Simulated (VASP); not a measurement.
# MgO: single point with r2SCAN

Crystal: MgO.

```
Mg O
1.0
     3.48638    0.00000    0.00000
    -1.74319    3.01929    0.00000
     0.00000    0.00000    4.17804
Mg O
2 2
Direct
  0.66667 0.33333 0.75000
  0.33333 0.66667 0.25000
  0.66667 0.33333 0.25000
  0.33333 0.66667 0.75000
```

| Quantity | Value |
| --- | --- |
| Program | VASP 6.6.1 |
| Task | single point |
| Functional | r2SCAN |
| Potentials or basis | VASP PAW PBE potentials, release 64 (Mg_sv, O) |
| Cutoff | 660 eV |
| k mesh | 9 × 9 × 8 |
| Occupations | gaussian, width 0.05 eV |
| Spin | no spin polarisation |

The pressure is -0.2 GPa and the band gap on the k mesh is 4.11 eV, direct.

Stress tensor (GPa, compression positive):
```
-0.36  0.00  0.00
 0.00 -0.36  0.00
 0.00  0.00  0.21
```

Levels at points of the mesh, in eV from the valence-band top:
| k point | band 13 | band 14 | band 15 | band 16 | band 17 | band 18 | band 19 | band 20 |
| --- | --- | --- | --- | --- | --- | --- | --- | --- |
| (0.00, 0.00, 0.00) | -1.76 | -0.83 | -0.83 | 0.00 | 4.11 | 10.47 | 13.20 | 13.50 |
| (0.00, 0.00, 0.50) | -1.31 | -1.31 | -1.31 | -1.31 | 7.16 | 7.16 | 13.88 | 13.88 |

Run time: 5.9 min on 1 thread of AMD EPYC 7R43 64-Core Processor (Zen 3) (shared host), peak memory 0.19 GiB.

Caveat: the PAW data sets were made with another functional, which shifts forces and pressure a little. r2SCAN opens gaps a little over a GGA but as a rule still falls short of measured ones.
